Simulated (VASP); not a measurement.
Runs of VASP 6.6.1 on As. The structure is that of space group I4_1/amd (No. 141), or close to it. The cells are those of the table. 

| task | cell | cutoff (eV) | smearing | gap on the mesh (eV) | pressure (GPa) |
| --- | --- | --- | --- | --- | --- |
| single point | a = 4.037 Å, angles 97.1, 97.1, 138.8°, 2 atoms | 520 | fermi-dirac 0.1 eV | none | 0.1 |
| single point | a = 3.755 Å, angles 97.0, 97.0, 139.1°, 2 atoms | 520 | fermi-dirac 0.1 eV | none | 28.7 |
| relaxation of shape and atoms at fixed volume | relaxed from a = 3.204 Å, angles 97.1, 97.1, 138.8°, 2 atoms | 600 | fermi-dirac 0.1 eV | none | 237.3 |
| single point | a = 3.902 Å, angles 97.1, 97.1, 139.0°, 2 atoms | 520 | fermi-dirac 0.1 eV | none | (a) |
| single point | a = 4.034 Å, angles 97.2, 97.2, 138.6°, 2 atoms | 520 | fermi-dirac 0.025 eV | none | 0.1 |

Alike in all rows: level PBE; potentials or basis VASP PAW PBE potentials, release 64 (As); no spin polarisation; k mesh 17 × 17 × 17.

Q: Estimate the missing entries.

A: (a) 10.6.

Caveats: the cell stands under pressure (at least some runs).

A k mesh can miss the band edges, and the runs leave out spin-orbit coupling on As.

A gap of «none» marks levels without a gap at the run's occupations.
